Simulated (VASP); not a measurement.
Set up this calculation in VASP 6.6.1, as the native input.

| Item | Value |
| --- | --- |
| Task | single point |
| Functional | PBEsol |
| Potentials or basis | VASP PAW PBE potentials, release 64 (In_d, Ga_d, As, Sb) |
| Cutoff | 400 eV |
| k mesh | 6 × 6 × 1 |
| Occupations | fermi-dirac, width 0.05 eV |
| Spin | no spin polarisation |
| Dipole correction | no |
| Further INCAR settings | ALGO = Normal; EDIFF = 1e-06; NBANDS = 66 |

The structure of InGa2Sb2As (an interface model) lies in POSCAR:

```
InGa2Sb2As
1.0
    3.0436690000      3.0436690000      0.0000000000
   -3.0436690000      3.0436690000      0.0000000000
    0.0000000000      0.0000000000     18.3532090000
In Ga As Sb
2 4 2 4
Direct
    0.0000000000      0.0000000000      0.0000000000
    0.5000000000      0.5000000000      0.1658390000
    0.0000000000      0.0000000000      0.3316770000
    0.0000000000      0.0000000000      0.6658390000
    0.5000000000      0.5000000000      0.4987580000
    0.5000000000      0.5000000000      0.8329190000
    0.5000000000      0.0000000000      0.0829190000
    0.0000000000      0.5000000000      0.2487580000
    0.5000000000      0.0000000000      0.4152170000
    0.5000000000      0.0000000000      0.7493790000
    0.0000000000      0.5000000000      0.5822980000
    0.0000000000      0.5000000000      0.9164600000
```

These files were run (other wordings do the same):

INCAR

```
PREC = Accurate ; ENCUT = 400
EDIFF = 1E-6 ; ISMEAR = -1
SIGMA = 0.05 ; LREAL = F
LASPH = T ; NELM = 120
ALGO = Normal ; ISIF = 2
LWAVE = F ; LCHARG = T
GGA = PS ; LELF = T
LVHAR = T ; NBANDS = 66
GGA_COMPAT = F
```

KPOINTS

```
regular mesh
0
Gamma
  6 6 1
```

Potentials or basis: VASP PAW PBE potentials, release 64 (In_d, Ga_d, As, Sb).

The run is started by

```sh
$ cat potpaw_PBE.64/In_d/POTCAR potpaw_PBE.64/Ga_d/POTCAR potpaw_PBE.64/As/POTCAR potpaw_PBE.64/Sb/POTCAR > POTCAR
$ mpirun -np 1 vasp_std > vasp.out
```

It gave:

The pressure is 0.6 GPa and the largest force is 1.350 eV/Å. The band gap on the k mesh is 0.02 eV.

Caveat: the smearing spreads over this small gap; semilocal functionals underestimate gaps, and a narrow one can read as zero; the PAW data sets were made with another functional, which shifts forces and pressure a little; spin-orbit coupling is left out, which moves the levels of the heavy elements.

It took 5.5 min on 1 thread of Oxide Virtual Turin-like Processor (shared host), peak memory 0.4 GiB.
